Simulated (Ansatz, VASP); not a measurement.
**One calculation of Ge, two programs**

File INCAR:

```
PREC     = Accurate       # precision mode
ENCUT    = 520            # plane-wave cutoff, eV
EDIFF    = 1E-6           # SCF threshold, eV
ISMEAR   = 0              # smearing method
SIGMA    = 0.15           # smearing width, eV
LREAL    = False          # projectors in reciprocal space
LASPH    = True           # aspherical terms in the spheres
NELM     = 60             # most SCF steps
ALGO     = Normal         # electronic algorithm
ISIF     = 2              # what is computed and relaxed
LWAVE    = False          # write WAVECAR
LCHARG   = False          # write CHGCAR
GGA      = PS             # functional
NBANDS   = 21             # bands
```

File KPOINTS:

```
Automatic mesh
0
Gamma
  14 14 14
```

File POSCAR:

```
Ge
1.0
    0.0000000000      2.9702085000      2.9702085000
    2.9702085000      0.0000000000      2.9702085000
    2.9702085000      2.9702085000      0.0000000000
Ge
2
Direct
    0.5000000000      0.5000000000      0.5000000000
    0.7500000000      0.7500000000      0.7500000000
```

Input for Ansatz:

```yaml
crystal:
  lattice:
    - [0.0, 2.9702085, 2.9702085]
    - [2.9702085, 0.0, 2.9702085]
    - [2.9702085, 2.9702085, 0.0]
  atoms:
    - { symbol: Ge, position: [0.5, 0.5, 0.5] }
    - { symbol: Ge, position: [0.75, 0.75, 0.75] }
basis:
  ecutwfc: 420
kpoints:
  mp_grid: { grid: [14, 14, 14] }
hamiltonian:
  xc: pbesol
scf:
  occupations: { method: gaussian, width: 0.15 }
output:
  forces: true
  stress: true
  eigenvalues: true
  write_density: true
  write_potential: true
  elf: true
  volumetric_format: npy
```

Change from the starting cell: strain +0.050 along x and y, +0.050 along z, atoms carried along.

Alike in both runs: task single point; functional PBEsol; k mesh 14 × 14 × 14; occupations gaussian, width 0.15 eV; no spin polarisation.

```csv
,VASP,Ansatz
version,VASP 6.6.1,Ansatz 0.2.0
potentials or method,"VASP PAW PBE potentials, release 64 (Ge_d), cutoff 520 eV","scalar-relativistic, plane waves, PAW"
valence electrons in the cell,28,28
```

Ansatz gave:

- gap on the k mesh at the Fermi level (eV): none
- pressure (GPa): -6.6

What did VASP give for the same quantities?

gap on the k mesh at the Fermi level (eV): none; pressure (GPa): -6.7.

VASP's potentials were made for PBE, not for PBEsol. A gap of «none» marks a metal or a gap that the smearing closes. With one functional, cell and mesh, what is left measures potentials, basis and numerics.
